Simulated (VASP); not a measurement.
# SnO (Romarchite): single point with PBE

The system is SnO (Romarchite).

```
Sn O
1.0
     3.69448    0.00000    0.00000
     0.00000    3.69448    0.00000
     0.00000    0.00000    4.70811
Sn O
2 2
Direct
  0.50000 0.00000 0.23690
  0.00000 0.50000 0.76310
  0.00000 0.00000 0.00000
  0.50000 0.50000 0.00000
```

| Quantity | Value |
| --- | --- |
| Program | VASP 6.6.1 |
| Task | single point |
| Functional | PBE |
| Potentials or basis | VASP PAW PBE potentials, release 64 (Sn_d, O) |
| Cutoff | 520 eV |
| k mesh | 5 × 5 × 4 |
| Occupations | gaussian, width 0.01 eV |
| Spin | no spin polarisation |

```yaml
Pressure: 15.8 GPa
Largest_force: 1.930 eV/Å
Band_gap_on_the_k_mesh: 0.17 eV, indirect (least direct gap 2.01 eV)
```

Forces on the atoms (eV/Å):
```
Sn   0.000  0.000  1.930
Sn   0.000  0.000 -1.930
O    0.000  0.000  0.000
O    0.000  0.000  0.000
```

Stress tensor (GPa, compression positive):
```
17.11  0.00  0.00
 0.00 17.11  0.00
 0.00  0.00 13.20
```

Levels at points of the mesh, in eV from the valence-band top:
| k point | band 17 | band 18 | band 19 | band 20 | band 21 | band 22 | band 23 | band 24 |
| --- | --- | --- | --- | --- | --- | --- | --- | --- |
| (0.00, 0.00, 0.00) | -4.22 | -3.92 | -3.92 | 0.00 | 2.22 | 4.19 | 4.69 | 4.69 |
| (0.00, 0.00, 0.50) | -3.94 | -3.94 | -2.94 | -2.79 | 1.51 | 2.77 | 2.77 | 3.67 |

Run time: 33 s on 1 thread of Intel(R) Xeon(R) Platinum 8259CL CPU @ 2.50GHz (Skylake/Cascade Lake), on a shared host, peak memory 0.18 GiB.

Caveat: spin-orbit coupling is left out, which moves the levels of the heavy elements; forces of over 1 eV/Å act on the atoms, so gaps and moduli don't describe the material at rest. A k mesh can miss the band edges.
